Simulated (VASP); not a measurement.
# BeS: single point with PBE

The system is BeS.

```
Be S
1.0
     0.00000    2.43801    2.43801
     2.43801    0.00000    2.43801
     2.43801    2.43801    0.00000
Be S
1 1
Direct
  0.25000 0.25000 0.25000
  0.50000 0.50000 0.50000
```

```
Program                : VASP 6.6.1
Task                   : single point
Functional             : PBE
Potentials or basis    : VASP PAW PBE potentials, release 64 (Be, S)
Cutoff                 : 520 eV
k mesh                 : 8 × 8 × 8
Occupations            : gaussian, width 0.02 eV
Spin                   : no spin polarisation
Dipole correction      : no
Further INCAR settings : ALGO = Normal; EDIFF = 1e-06; NBANDS = 11
```

- Pressure: 0.0 GPa
- Band gap on the k mesh: 3.15 eV, indirect (least direct gap 5.68 eV)

Levels at points of the mesh, in eV from the valence-band top:
| k point | band 2 | band 3 | band 4 | band 5 | band 6 | band 7 |
| --- | --- | --- | --- | --- | --- | --- |
| (0.00, 0.00, 0.00) | 0.00 | 0.00 | 0.00 | 5.68 | 5.68 | 5.68 |
| (0.50, 0.00, 0.00) | -5.68 | -1.01 | -1.01 | 5.42 | 6.57 | 6.57 |
| (0.50, 0.50, 0.00) | -4.94 | -2.59 | -2.59 | 3.15 | 4.93 | 12.65 |

Wall time 4.9 s on 1 thread of Intel(R) Xeon(R) 6975P-C (Granite Rapids), with other jobs on the host, peak memory 0.15 GiB.

A k mesh can miss the band edges. As with any semilocal functional, this PBE gap is likely too small.
